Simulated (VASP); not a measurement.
Runs of VASP 6.6.1 on Re. The structure is that of space group P6_3/mmc (No. 194), or close to it. The cells are those of the table. 

| task | cell | k mesh | cutoff (eV) | smearing | gap on the mesh (eV) | pressure (GPa) |
| --- | --- | --- | --- | --- | --- | --- |
| single point | a = 2.753, b = 2.753, c = 4.437 Å, angles 90.0, 90.0, 120.0°, 2 atoms | 18 × 18 × 10 | 520 | fermi-dirac 0.15 eV | none | 0.0 |
| single point | a = 2.761, b = 2.761, c = 4.458 Å, angles 90.0, 90.0, 120.0°, 2 atoms | 9 × 9 × 4 | 520 | gaussian 0.1 eV | none | (a) |
| relaxation of cell and atoms | relaxed from a = 2.761, b = 2.761, c = 4.458 Å, angles 90.0, 90.0, 120.0°, 2 atoms | 18 × 18 × 10 | 600 | gaussian 0.1 eV | none | 0.0 |
| single point | a = 2.750, b = 2.750, c = 4.443 Å, angles 90.0, 90.0, 120.0°, 2 atoms | 18 × 18 × 10 | 520 | gaussian 0.1 eV | none | 0.1 |

Alike in all rows: level PBEsol; potentials or basis VASP PAW PBE potentials, release 64 (Re); no spin polarisation.

Question: Estimate the missing entries.

Answer: (a) -4.4.

Caveats: the PAW data sets were made with another functional, which shifts forces and pressure a little; spin-orbit coupling is left out, which moves the levels of the heavy elements.

A k mesh can miss the band edges, and the runs leave out spin-orbit coupling on Re.

A gap of «none» marks levels without a gap at the run's occupations.
